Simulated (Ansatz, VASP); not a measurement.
# Li3H2: VASP beside Ansatz

```
CELL_PARAMETERS angstrom
-0.00201 0.00203 -4.79372
4.67765 -2.82018 0.00273
-4.66701 -2.80295 -0.00046
ATOMIC_POSITIONS crystal
Li 0.48593 0.20286 0.20176
Li 0.98802 0.79802 0.79903
Li 0.43411 0.84529 0.46257
Li 0.93463 0.15461 0.53739
Li 0.93411 0.53683 0.15549
Li 0.43440 0.46246 0.84406
H 0.55874 0.18514 0.52080
H 0.05832 0.81450 0.47890
H 0.05872 0.47835 0.81443
H 0.55823 0.52194 0.18557
```

Change from the starting cell: cell x1, atoms moved at random (sigma 0.15 Å) and cell strained at random (1.5 %), then relaxed without symmetry.

Alike in both runs: functional PBE; k mesh 4 × 4 × 4; occupations gaussian, width 0.2 eV; no spin polarisation.

Ansatz relaxed the structure, and its values are those at the end. VASP's run is a single point on that final structure, the one shown.

|  | VASP | Ansatz |
| --- | --- | --- |
| version | VASP 6.6.1 | Ansatz 0.2.0 |
| potentials or method | VASP PAW PBE potentials, release 64 (Li_sv, H), cutoff 520 eV | scalar-relativistic, plane waves, PAW |
| valence electrons in the cell | 22 | 22 |

```tsv
	VASP	Ansatz	Ansatz less VASP
gap on the k mesh at the Fermi level (eV)	none	none	-
rms of the force components (eV/Å)	0.004	0.004	-0.0004
```

A gap of «none» marks a metal or a gap that the smearing closes. The functional is the same, so the differences come from potentials, cutoffs and numerics.

Noted on VASP's run: the cutoff is short for stress, so the pressure is rough.
